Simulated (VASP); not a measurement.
# KF (Carobbiite) (Fm-3m) in VASP: notebook

KF (Carobbiite) is run at these levels: RPBE, r2SCAN; tasks: single point.

Program: VASP 6.6.1. These are calculated values, not measurements. Logs are shortened: lines on timing, memory, paths and dates and some standing lists are left out, and cuts for length are marked.

### Step 1. The cell of the first run

Symmetry: Fm-3m, No. 225, cubic system. The conventional cell has a = 5.581 Å, b = 5.581 Å, c = 5.581 Å, α = 90.00°, β = 90.00°, γ = 90.00°. Within 3.7 Å of K (site symmetry m-3m) lie 6 F at 2.79 Å. F (site symmetry m-3m) has 6 K at 2.79 Å within 3.7 Å.

### Step 2. Single point, RPBE

Input file INCAR:

```
SYSTEM = KF
PREC     = Accurate       ! precision mode
ENCUT    = 520            ! plane-wave cutoff, eV
EDIFF    = 1E-6           ! SCF threshold, eV
ISMEAR   = -1             ! smearing method
SIGMA    = 0.05           ! smearing width, eV
LREAL    = .FALSE.        ! projectors in reciprocal space
LASPH    = .TRUE.         ! aspherical terms in the spheres
NELM     = 60             ! most SCF steps
ALGO     = Normal         ! electronic algorithm
ISIF     = 2              ! what is computed and relaxed
LWAVE    = .FALSE.        ! write WAVECAR
LCHARG   = .FALSE.        ! write CHGCAR
GGA      = RP             ! functional
NBANDS   = 15             ! bands
```

Input file KPOINTS:

```
regular mesh
0
G
  9 9 9
  0 0 0
```

Input file POSCAR:

```
KF
1.0
    0.0000000000      2.7907173393      2.7907173393
    2.7907173393      0.0000000000      2.7907173393
    2.7907173393      2.7907173393      0.0000000000
K F
1 1
Direct
    0.0000000000      0.0000000000      0.0000000000
    0.5000000000      0.5000000000      0.5000000000
```

Potentials or basis: VASP PAW PBE potentials, release 64 (K_sv, F).

Started as:

```bash
cat potpaw_PBE.64/K_sv/POTCAR potpaw_PBE.64/F/POTCAR > POTCAR
mpirun -np 1 vasp_std > vasp.out
```

OUTCAR:

```text
SYSTEM = KF
   PREC = Accurate
   ENCUT = 520
   EDIFF = 1E-6
   ISMEAR = -1
   LREAL = .FALSE.
   LASPH = .TRUE.
   NELM = 60
   ISIF = 2
   GGA = RP

 ion  position               nearest neighbor table
   1  0.000  0.000  0.000-   2 2.79   2 2.79   2 2.79   2 2.79   2 2.79   2 2.79
   2  0.500  0.500  0.500-   1 2.79   1 2.79   1 2.79   1 2.79   1 2.79   1 2.79

  LATTYP: Found a face centered cubic cell.
 ALAT       =     5.5814346786

  Lattice vectors:

 A1 = (   0.0000000000,   2.7907173393,   2.7907173393)
 A2 = (   2.7907173393,   0.0000000000,   2.7907173393)
 A3 = (   2.7907173393,   2.7907173393,   0.0000000000)

Analysis of symmetry for initial positions (statically):
=====================================================================
 Subroutine PRICEL returns:
 Original cell was already a primitive cell.

 Routine SETGRP: Setting up the symmetry group for a
 face centered cubic supercell.

 Subroutine GETGRP returns: Found 48 space group operations
[... 9 lines left out ...]

 Routine SETGRP: Setting up the symmetry group for a
 face centered cubic supercell.

 Subroutine GETGRP returns: Found 48 space group operations
[... 11 lines left out ...]
                                     Primitive cell

  volume of cell :      43.4688

  direct lattice vectors                    reciprocal lattice vectors
     0.000000000  2.790717339  2.790717339    -0.179165404  0.179165404  0.179165404
     2.790717339  0.000000000  2.790717339     0.179165404 -0.179165404  0.179165404
     2.790717339  2.790717339  0.000000000     0.179165404  0.179165404 -0.179165404

  length of vectors
     3.946670310  3.946670310  3.946670310     0.310323583  0.310323583  0.310323583

  position of ions in fractional coordinates (direct lattice)
     0.000000000  0.000000000  0.000000000
     0.500000000  0.500000000  0.500000000

  ion indices of the primitive-cell ions
   primitive index   ion index
                 1           1
                 2           2

----------------------------------------------------------------------------------------

 KPOINTS: regular mesh

Automatic generation of k-mesh.
 Grid dimensions read from file:
 generate k-points for:    9    9    9

 Generating k-lattice:

  Cartesian coordinates                     Fractional coordinates (reciprocal lattice)
[... 59 lines left out ...]
   NELM   =     60;   NELMIN=  2; NELMDL= -5     # of ELM steps
   EDIFF  = 0.1E-05   stopping-criterion for ELM
   LREAL  =      F    real-space projection
   EDIFFG = 0.1E-04   stopping-criterion for IOM
   NSW    =      0    number of steps for IOM
   IBRION =     -1    ionic relax: 0-MD 1-quasi-New 2-CG
   NFREE  =      0    steps in history (QN), initial steepest desc. (CG)
   ISIF   =      2    stress and relaxation
   ISYM   =      2    0-nonsym 1-usesym 2-fastsym
   POTIM  = 0.5000    time-step for ionic-motion
   TEBEG  =    0.0;   TEEND  =   0.0 temperature during run
   PSTRESS=    0.0 pullay stress
   NELECT =      16.0000    total number of electrons
   NUPDOWN=      -1.0000    fix difference up-down
   EMIN   =  10.00;   EMAX   =-10.00  energy-range for DOS
   EFERMI =   0.00;   METHOD = LEGACY
   ISMEAR =    -1;   SIGMA  =   0.05  broadening in eV -4-tet -1-fermi 0-gaus
   EFERMI_NEDOS =   21; number of points for ismear=-14 and -15
   IALGO  =     38    algorithm
   IMIX   =      4    mixing-type and parameters
     AMIX     =   0.40;   BMIX     =  1.00
     AMIX_MAG =   1.60;   BMIX_MAG =  1.00
  volume/ion in A,a.u.               =      21.73       146.67
  Fermi-wavevector in a.u.,A,eV,Ry     =   1.173246  2.217113 18.728494  1.376506
  Thomas-Fermi vector in A             =   2.309662
   LORBIT       =      0    0 simple, 1 ext, 2 COOP (PROOUT), +10 PAW based schemes
   GGA     = RP    functional components
   LHFCALC =     F    Hartree Fock is set to
   AEXX    =    0.0000 exact exchange contribution
   IVDW    =     0    specifies the selected vdW correction
   LEPSILON=     F    determine dielectric tensor
   LRPA    =     F    only Hartree local field effects (RPA)
 non-spin polarized calculation
  energy-cutoff  :      520.00
  volume of cell :       43.47
 maximum number of plane-waves:      1211
 NGX is ok and might be reduce to    30
   NGX = 15   NGY = 15   NGZ = 15

 number of electron      16.0000007 magnetization

 Free energy of the ion-electron system (eV)
  ---------------------------------------------------
  ext. energy  EPLUGINS =         0.00000000
  ---------------------------------------------------
  free energy    TOTEN  =        -7.92201474 eV

  energy without entropy =       -7.92201474  energy(sigma->0) =       -7.92201474

 E-fermi :  -1.7611     XC(G=0):  -7.4003

 val. band max:       -2.8833426807   @ k =   0.0000   0.0000   0.0000
 cond. band min:       2.9536937582   @ k =   0.0000   0.0000   0.0000
 fundamental gap:      5.8370364389
 Fermi energy:        -1.7611080026

 k-point     1 :       0.0000    0.0000    0.0000
  band No.  band energies     occupation
      1     -29.6006      2.00000
      2     -21.5957      2.00000
      3     -12.8868      2.00000
      4     -12.8868      2.00000
      5     -12.8868      2.00000
      6      -2.8834      2.00000
      7      -2.8833      2.00000
      8      -2.8833      2.00000
      9       2.9537      0.00000
     10       7.5106      0.00000
     11       7.5106      0.00000
     12       7.5106      0.00000
     13       8.9636      0.00000
     14       8.9636      0.00000
[... 401 lines left out ...]
      2     -21.5941      2.00000
      3     -13.2125      2.00000
      4     -13.0140      2.00000
      5     -13.0140      2.00000
      6      -3.1494      2.00000
      7      -2.9563      2.00000
      8      -2.9563      2.00000
      9       5.4241      0.00000
     10       6.6430      0.00000
     11       8.3423      0.00000
     12       9.9793      0.00000
     13      10.3282      0.00000
     14      10.3282      0.00000
     15      11.9700      0.00000

 [... further k-points ...]
[... 5 lines left out ...]
  --------------------------------------------------------------------------------------
  -------------------------------------------------------------------------------------
  Total       -0.0001857     -0.0001857     -0.0001857      0.0000000      0.0000000     -0.0000000
  in kB       -0.0068436     -0.0068436     -0.0068436      0.0000000      0.0000000     -0.0000000
  external PRESSURE =      -0.0068436 kB  Pullay stress =       0.0000000 kB

 VOLUME and BASIS-vectors are now :
 -----------------------------------------------------------------------------
  energy-cutoff  :      520.00
  volume of cell :       43.47
      direct lattice vectors                 reciprocal lattice vectors
     0.000000000  2.790717339  2.790717339    -0.179165404  0.179165404  0.179165404
     2.790717339  0.000000000  2.790717339     0.179165404 -0.179165404  0.179165404
     2.790717339  2.790717339  0.000000000     0.179165404  0.179165404 -0.179165404

 POSITION                                       TOTAL-FORCE (eV/Angst)
 -----------------------------------------------------------------------------------
      0.00000      0.00000      0.00000        -0.000000      0.000000     -0.000000
      2.79072      2.79072      2.79072         0.000000     -0.000000      0.000000
 -----------------------------------------------------------------------------------
    total drift:                                0.000000      0.000000      0.000000

  FREE ENERGIE OF THE ION-ELECTRON SYSTEM (eV)
  ---------------------------------------------------
  free  energy   TOTEN  =        -7.9220147418 eV

  energy  without entropy=       -7.9220147417  energy(sigma->0) =       -7.92201474
```

OSZICAR:

```text
N       E                     dE             d eps       ncg     rms          rms(c)
DAV:   1     0.105903683024E+03    0.10590E+03   -0.80626E+03  1050   0.101E+03
DAV:   2    -0.482066649999E+01   -0.11072E+03   -0.10321E+03  1318   0.278E+02
DAV:   3    -0.911941333841E+01   -0.42987E+01   -0.42775E+01  1397   0.485E+01
DAV:   4    -0.924309902234E+01   -0.12369E+00   -0.12366E+00  1443   0.740E+00
DAV:   5    -0.924398997278E+01   -0.89095E-03   -0.89094E-03  1399   0.659E-01    0.636E+00
DAV:   6    -0.791920428037E+01    0.13248E+01   -0.39240E+00  1169   0.139E+01    0.318E+00
DAV:   7    -0.790233687506E+01    0.16867E-01   -0.63196E-02  1225   0.223E+00    0.178E+00
DAV:   8    -0.791725830488E+01   -0.14921E-01   -0.75064E-02  1127   0.266E+00    0.217E-01
DAV:   9    -0.792058192998E+01   -0.33236E-02   -0.56483E-03  1372   0.600E-01    0.135E-01
DAV:  10    -0.792185089964E+01   -0.12690E-02   -0.10946E-03  1085   0.282E-01    0.625E-02
DAV:  11    -0.792200416061E+01   -0.15326E-03   -0.18456E-04  1134   0.126E-01    0.184E-02
DAV:  12    -0.792201231411E+01   -0.81535E-05   -0.20061E-05  1162   0.414E-02    0.426E-03
DAV:  13    -0.792201465033E+01   -0.23362E-05   -0.69729E-06  1120   0.234E-02    0.271E-03
DAV:  14    -0.792201474177E+01   -0.91441E-07   -0.33979E-07  1057   0.512E-03
   1 F= -.79220147E+01 E0= -.79220147E+01  d E =-.793101E-10
```

stdout:

```text
POSCAR found type information on POSCAR K F
 POSCAR found :  2 types and       2 ions
 scaLAPACK will be used
 -----------------------------------------------------------------------------
|                                                                             |
|                                                                             |
|     You enforced a specific xc type in the INCAR file but a different       |
|     I HOPE YOU KNOW WHAT YOU ARE DOING!                                     |
|                                                                             |
 -----------------------------------------------------------------------------

 LDA part: xc-table for (Slater+PW92), standard interpolation
 POSCAR, INCAR and KPOINTS ok, starting setup
 FFT: planning ... GRIDC
 FFT: planning ... GRID_SOFT
 FFT: planning ... GRID
 WAVECAR not read
 entering main loop
```

Run time: 12 s. Hardware: 1 thread of AMD EPYC 9R45 (Zen 5), shared host; peak memory 0.14 GiB.

Results:

```
Free energy            : -7.9220 eV
Pressure               : 0.0 GPa
Band gap on the k mesh : 5.84 eV, direct
```

Caveat: the PAW data sets were made with another functional, which shifts forces and pressure a little.

### Step 3. Single point, r2SCAN

This run uses another cell than the first one, of 18.80 Å³/atom, 0.865 times its volume.

Input file POSCAR:

```
KF
1.0
    0.0000000000      2.6588042261      2.6588042261
    2.6588042261      0.0000000000      2.6588042261
    2.6588042261      2.6588042261      0.0000000000
K F
1 1
Direct
    0.0000000000      0.0000000000      0.0000000000
    0.5000000000      0.5000000000      0.5000000000
```

Input file INCAR.step1:

```
PREC     = Accurate       # precision mode
ENCUT    = 520            # plane-wave cutoff, eV
ISMEAR   = -1             # smearing method
SIGMA    = 0.05           # smearing width, eV
LREAL    = F              # projectors in reciprocal space
LASPH    = T              # aspherical terms in the spheres
NELM     = 100            # most SCF steps
NBANDS   = 15             # bands
GGA      = PE             # functional
ALGO     = Normal         # electronic algorithm
EDIFF    = 1E-4           # SCF threshold, eV
LWAVE    = T              # write WAVECAR
LCHARG   = F              # write CHGCAR
```

Input file INCAR.step2:

```
PREC     = Accurate       # precision mode
ENCUT    = 520            # plane-wave cutoff, eV
EDIFF    = 1E-6           # SCF threshold, eV
ISMEAR   = -1             # smearing method
SIGMA    = 0.05           # smearing width, eV
LREAL    = F              # projectors in reciprocal space
LASPH    = T              # aspherical terms in the spheres
NELM     = 100            # most SCF steps
ALGO     = Normal         # electronic algorithm
ISIF     = 2              # what is computed and relaxed
LWAVE    = F              # write WAVECAR
LCHARG   = F              # write CHGCAR
METAGGA  = R2SCAN         # meta-GGA
LMIXTAU  = T            
NBANDS   = 15             # bands
ISTART   = 1
```

Input file KPOINTS:

```
Automatic mesh
0
Gamma
  9 9 9
```

Potentials or basis: VASP PAW PBE potentials, release 64 (K_sv, F).

Started as:

```bash
cat potpaw_PBE.64/K_sv/POTCAR potpaw_PBE.64/F/POTCAR > POTCAR
cp INCAR.step1 INCAR
mpirun -np 1 vasp_std > vasp.out
cp INCAR.step2 INCAR
mpirun -np 1 vasp_std > vasp.out
```

Wall time 46 s (1 thread of AMD EPYC 9R45 (Zen 5), shared host); peak memory 0.14 GiB.

It converged, with:

```
Free energy            : -14.9730 eV
Pressure               : 0.0 GPa
Band gap on the k mesh : 6.91 eV, direct
```

Levels at points of the mesh, in eV from the valence-band top:
```tsv
k point	band 6	band 7	band 8	band 9	band 10	band 11
(0.00, 0.00, 0.00)	0.00	0.00	0.00	6.91	11.49	11.49
```

Caveat: the PAW data sets were made with another functional, which shifts forces and pressure a little.
